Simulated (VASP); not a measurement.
Here is a VASP 6.6.1 calculation.

INCAR

```
SYSTEM = BeS
  PREC = Accurate
  ENCUT = 400
  EDIFF = 1E-8
  ISMEAR = 0
  SIGMA = 0.01
  LREAL = .False.
  LASPH = .True.
  NELM = 120
  ALGO = Normal
  ISIF = 2
  LWAVE = .False.
  LCHARG = .False.
  GGA = CA
  LEPSILON = .True.
  ISYM = -1
  GGA_COMPAT = .False.
```

The input KPOINTS:

```
explicit points
108
Reciprocal
  0.08333333   0.08333333   0.08333333 2
  0.08333333   0.08333333   0.25000000 2
  0.08333333   0.08333333   0.41666667 2
  0.08333333   0.08333333   0.58333333 2
  0.08333333   0.08333333   0.75000000 2
  0.08333333   0.08333333   0.91666667 2
  0.08333333   0.25000000   0.08333333 2
  0.08333333   0.25000000   0.25000000 2
  0.08333333   0.25000000   0.41666667 2
  0.08333333   0.25000000   0.58333333 2
  0.08333333   0.25000000   0.75000000 2
  0.08333333   0.25000000   0.91666667 2
  0.08333333   0.41666667   0.08333333 2
  0.08333333   0.41666667   0.25000000 2
  0.08333333   0.41666667   0.41666667 2
  0.08333333   0.41666667   0.58333333 2
  0.08333333   0.41666667   0.75000000 2
  0.08333333   0.41666667   0.91666667 2
  0.08333333   0.58333333   0.08333333 2
  0.08333333   0.58333333   0.25000000 2
  0.08333333   0.58333333   0.41666667 2
  0.08333333   0.58333333   0.58333333 2
  0.08333333   0.58333333   0.75000000 2
  0.08333333   0.58333333   0.91666667 2
  0.08333333   0.75000000   0.08333333 2
  0.08333333   0.75000000   0.25000000 2
  0.08333333   0.75000000   0.41666667 2
  0.08333333   0.75000000   0.58333333 2
  0.08333333   0.75000000   0.75000000 2
  0.08333333   0.75000000   0.91666667 2
  0.08333333   0.91666667   0.08333333 2
  0.08333333   0.91666667   0.25000000 2
  0.08333333   0.91666667   0.41666667 2
  0.08333333   0.91666667   0.58333333 2
  0.08333333   0.91666667   0.75000000 2
  0.08333333   0.91666667   0.91666667 2
  0.25000000   0.08333333   0.08333333 2
  0.25000000   0.08333333   0.25000000 2
  0.25000000   0.08333333   0.41666667 2
  0.25000000   0.08333333   0.58333333 2
  0.25000000   0.08333333   0.75000000 2
  0.25000000   0.08333333   0.91666667 2
  0.25000000   0.25000000   0.08333333 2
  0.25000000   0.25000000   0.25000000 2
  0.25000000   0.25000000   0.41666667 2
  0.25000000   0.25000000   0.58333333 2
  0.25000000   0.25000000   0.75000000 2
  0.25000000   0.25000000   0.91666667 2
  0.25000000   0.41666667   0.08333333 2
  0.25000000   0.41666667   0.25000000 2
  0.25000000   0.41666667   0.41666667 2
  0.25000000   0.41666667   0.58333333 2
  0.25000000   0.41666667   0.75000000 2
  0.25000000   0.41666667   0.91666667 2
  0.25000000   0.58333333   0.08333333 2
  0.25000000   0.58333333   0.25000000 2
  0.25000000   0.58333333   0.41666667 2
  0.25000000   0.58333333   0.58333333 2
  0.25000000   0.58333333   0.75000000 2
  0.25000000   0.58333333   0.91666667 2
  0.25000000   0.75000000   0.08333333 2
  0.25000000   0.75000000   0.25000000 2
  0.25000000   0.75000000   0.41666667 2
  0.25000000   0.75000000   0.58333333 2
  0.25000000   0.75000000   0.75000000 2
  0.25000000   0.75000000   0.91666667 2
  0.25000000   0.91666667   0.08333333 2
  0.25000000   0.91666667   0.25000000 2
  0.25000000   0.91666667   0.41666667 2
  0.25000000   0.91666667   0.58333333 2
  0.25000000   0.91666667   0.75000000 2
  0.25000000   0.91666667   0.91666667 2
  0.41666667   0.08333333   0.08333333 2
  0.41666667   0.08333333   0.25000000 2
  0.41666667   0.08333333   0.41666667 2
  0.41666667   0.08333333   0.58333333 2
  0.41666667   0.08333333   0.75000000 2
  0.41666667   0.08333333   0.91666667 2
  0.41666667   0.25000000   0.08333333 2
  0.41666667   0.25000000   0.25000000 2
  0.41666667   0.25000000   0.41666667 2
  0.41666667   0.25000000   0.58333333 2
  0.41666667   0.25000000   0.75000000 2
  0.41666667   0.25000000   0.91666667 2
  0.41666667   0.41666667   0.08333333 2
  0.41666667   0.41666667   0.25000000 2
  0.41666667   0.41666667   0.41666667 2
  0.41666667   0.41666667   0.58333333 2
  0.41666667   0.41666667   0.75000000 2
  0.41666667   0.41666667   0.91666667 2
  0.41666667   0.58333333   0.08333333 2
  0.41666667   0.58333333   0.25000000 2
  0.41666667   0.58333333   0.41666667 2
  0.41666667   0.58333333   0.58333333 2
  0.41666667   0.58333333   0.75000000 2
  0.41666667   0.58333333   0.91666667 2
  0.41666667   0.75000000   0.08333333 2
  0.41666667   0.75000000   0.25000000 2
  0.41666667   0.75000000   0.41666667 2
  0.41666667   0.75000000   0.58333333 2
  0.41666667   0.75000000   0.75000000 2
  0.41666667   0.75000000   0.91666667 2
  0.41666667   0.91666667   0.08333333 2
  0.41666667   0.91666667   0.25000000 2
  0.41666667   0.91666667   0.41666667 2
  0.41666667   0.91666667   0.58333333 2
  0.41666667   0.91666667   0.75000000 2
  0.41666667   0.91666667   0.91666667 2
```

File POSCAR:

```
BeS
1.0
    0.0000000000      2.4250000000      2.4250000000
    2.4250000000      0.0000000000      2.4250000000
    2.4250000000      2.4250000000      0.0000000000
Be S
1 1
Direct
    0.0000000000      0.0000000000      0.0000000000
    0.2500000000      0.2500000000      0.2500000000
```

Potentials or basis: VASP PAW LDA potentials, release 64 (Be, S).

Command:

```console
$ cat potpaw_LDA.64/Be/POTCAR potpaw_LDA.64/S/POTCAR > POTCAR
$ mpirun -np 1 vasp_std > vasp.out
```

Problem. What does it give for the electronic dielectric tensor (diagonal)?

Solution. 5.38.

Problem. What does it give for the Born charges (mean of the diagonal)?

Solution. Be +1.59; S -1.59 e.

Problem. What does it give for the band gap on the k mesh?

Solution. 3.33 eV (least direct gap 5.55 eV).

Born effective charge tensors (e):
atom 1, Be
```
 1.59 -0.02 -0.02
-0.02  1.59 -0.01
-0.02 -0.01  1.59
```
atom 2, S
```
-1.59  0.02  0.02
 0.02 -1.59  0.01
 0.02  0.01 -1.59
```

Caveat: a shifted mesh leaves out Γ, where band edges can lie. A k mesh can miss the band edges.
